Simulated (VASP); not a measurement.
Write the native input for VASP 6.6.1 that does the following.

```yaml
Task: single point
Functional: PBE
Potentials_or_basis: VASP PAW PBE potentials, release 64 (Ag)
Cutoff: 520 eV
k_mesh: 17 × 17 × 17
Occupations: fermi-dirac, width 0.05 eV
Spin: no spin polarisation
Dipole_correction: no
Further_INCAR_settings: ALGO = Normal; EDIFF = 1e-06; NBANDS = 12
```

The structure of Ag lies in POSCAR:

```
Ag
1.0
    2.7507227920      0.0000000000      0.0000000000
    0.0000000000      2.7507227920      0.0000000000
    0.0000000000      0.0000000000      2.7507227920
Ag
1
Direct
    0.0000000000      0.0000000000      0.0000000000
```

This isn't the form of Ag at room conditions, which is fcc.

One way to write it, as run:

INCAR

```
ALGO = Normal ; EDIFF = 1E-6
ENCUT = 520 ; GGA = PE
ISIF = 2 ; ISMEAR = -1
LASPH = T ; LCHARG = F
LREAL = F ; LWAVE = F
NBANDS = 12 ; NELM = 60
PREC = Accurate ; SIGMA = 0.05
```

KPOINTS

```
k-points
0
Gamma
  17 17 17
```

Potentials or basis: VASP PAW PBE potentials, release 64 (Ag).

The run is started by

```bash
$ cat potpaw_PBE.64/Ag/POTCAR > POTCAR
$ mpirun -np 1 vasp_std > vasp.out
```

Results of the run:

```json
{"Pressure": "-0.1 GPa", "Band gap on the k mesh": "zero (an odd number of electrons rules out a gap without spin polarisation)"}
```

Run time: 15 s on 1 thread of Intel(R) Xeon(R) Platinum 8488C (Sapphire Rapids) (shared host), peak memory 0.15 GiB.
